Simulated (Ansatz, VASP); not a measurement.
## SrO: VASP beside Ansatz

Contents of INCAR:

```
SYSTEM = SrO
ALGO = Normal
EDIFF = 1E-6
ENCUT = 520
GGA = CA
ISIF = 2
ISMEAR = -1
LASPH = .TRUE.
LCHARG = .TRUE.
LELF = .TRUE.
LREAL = .FALSE.
LVHAR = .TRUE.
LWAVE = .FALSE.
NBANDS = 15
NELM = 60
PREC = Accurate
SIGMA = 0.02
```

KPOINTS

```
k-points
0
G
  8 8 8
  0 0 0
```

Contents of POSCAR:

```
SrO
1.0
   -0.0513960000      2.5441020000      2.5441020000
    2.5441020000     -0.0513960000      2.5441020000
    2.5441020000      2.5441020000     -0.0513960000
Sr O
1 1
Direct
    0.0000000000      0.0000000000      0.0000000000
    0.5000000000      0.5000000000      0.5000000000
```

Input for Ansatz:

```yaml
crystal:
  lattice:
    - [-0.051396, 2.544102, 2.544102]
    - [2.544102, -0.051396, 2.544102]
    - [2.544102, 2.544102, -0.051396]
  atoms:
    - { symbol: Sr, position: [0.0, 0.0, 0.0] }
    - { symbol: O, position: [0.5, 0.5, 0.5] }
kpoints:
  mp_grid: { grid: [8, 8, 8] }
  band_path:
    path:
      - [0.0, 0.0, 0.0]
      - [0.5, 0.5, 0.5]
      - [0.2551801333, 0.5, 0.7448198667]
      - [-0.2551801333, 0.2551801333, 0.5]
      - [0.0, 0.0, 0.5]
      - [0.0, 0.0, 0.0]
      - [-0.3775900666, 0.0, 0.3775900666]
      - [0.0, 0.3775900666, 0.6224099334]
      - [0.0, 0.5, 0.5]
    npoints: 5
scf:
  occupations: { method: fermi_dirac, width: 0.02 }
hamiltonian:
  xc: lda
  pseudopotentials: { kind: all_electron, lapw: { basis_error: 0.00025 } }
output:
  forces: true
  stress: true
  eigenvalues: true
```

Change from the starting cell: equal xy, yz and zx shear strains of -2 %.

Alike in both runs: task single point; functional LDA; k mesh 8 × 8 × 8; occupations fermi-dirac, width 0.02 eV; no spin polarisation.

|  | VASP | Ansatz |
| --- | --- | --- |
| version | VASP 6.6.1 | Ansatz 0.2.0 |
| potentials or method | VASP PAW LDA potentials, release 64 (Sr_sv, O), cutoff 520 eV | all-electron LAPW, scalar-relativistic |

VASP gave:

| Item | Value |
| --- | --- |
| gap on the k mesh at the Fermi level (eV) | 3.05 |
| pressure (GPa) | -3.5 |
| traceless stress, the component that is largest in VASP (GPa) | 1.07 |

**Question.** What did Ansatz give for the same quantities?

**Answer.** gap on the k mesh at the Fermi level (eV): 3.11; pressure (GPa): -4.2; traceless stress, the component that is largest in VASP (GPa): 1.08.

LDA's correlation is that of Perdew and Zunger in VASP and of Perdew and Wang (1992) in Ansatz. Ansatz ran all-electron here, and VASP with PAW potentials.
